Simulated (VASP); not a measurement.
Write the native input for VASP 6.6.1 that does the following.

```yaml
Task: relaxation of cell and atoms
Functional: PBE
Potentials_or_basis: VASP PAW PBE potentials, release 64 (Br, K_sv)
Cutoff: 600 eV
k_mesh: 7 × 7 × 7
Occupations: fermi-dirac, width 0.05 eV
Spin: no spin polarisation
Dipole_correction: no
Further_INCAR_settings: ALGO = Normal; EDIFF = 1e-07; IBRION = 2; EDIFFG = -0.005; NSW = 80; ISIF = 3
```

The structure of KBr lies in POSCAR:

```
KBr
1.0
    0.0000000000      3.3000000000      3.3000000000
    3.3000000000      0.0000000000      3.3000000000
    3.3000000000      3.3000000000      0.0000000000
Br K
1 1
Direct
    0.5000000000      0.5000000000      0.5000000000
    0.0000000000      0.0000000000      0.0000000000
```

The input as run:

INCAR

```
SYSTEM = KBr
PREC = Accurate
ENCUT = 600
EDIFF = 1E-7
ISMEAR = -1
SIGMA = 0.05
LREAL = .False.
LASPH = .True.
NELM = 60
ALGO = Normal
ISIF = 3
LWAVE = .False.
LCHARG = .False.
GGA = PE
IBRION = 2
NSW = 80
EDIFFG = -0.005
```

KPOINTS

```
Automatic mesh
0
Gamma
  7 7 7
  0 0 0
```

Potentials or basis: VASP PAW PBE potentials, release 64 (Br, K_sv).

Command:

```sh
$ cat potpaw_PBE.64/Br/POTCAR potpaw_PBE.64/K_sv/POTCAR > POTCAR
$ mpirun -np 1 vasp_std > vasp.out
```

Results of the run:

```yaml
Relaxed_volume: 37.79 Å³/atom
Relaxed_cell: a = 4.746 Å, b = 4.746 Å, c = 4.746 Å, α = 60.00°, β = 60.00°, γ = 60.00°
Space_group_after_relaxing_to_0.05_Å: Fm-3m (No. 225)
Energy_gained_by_relaxing: 4.2 meV/atom
Ionic_steps: 4
Pressure_after_relaxing: 0.0 GPa
Band_gap_on_the_k_mesh: 4.30 eV, direct
```

It took 96 s on 1 thread of Intel Xeon 6975P-C, on a shared host, peak memory 0.26 GiB.
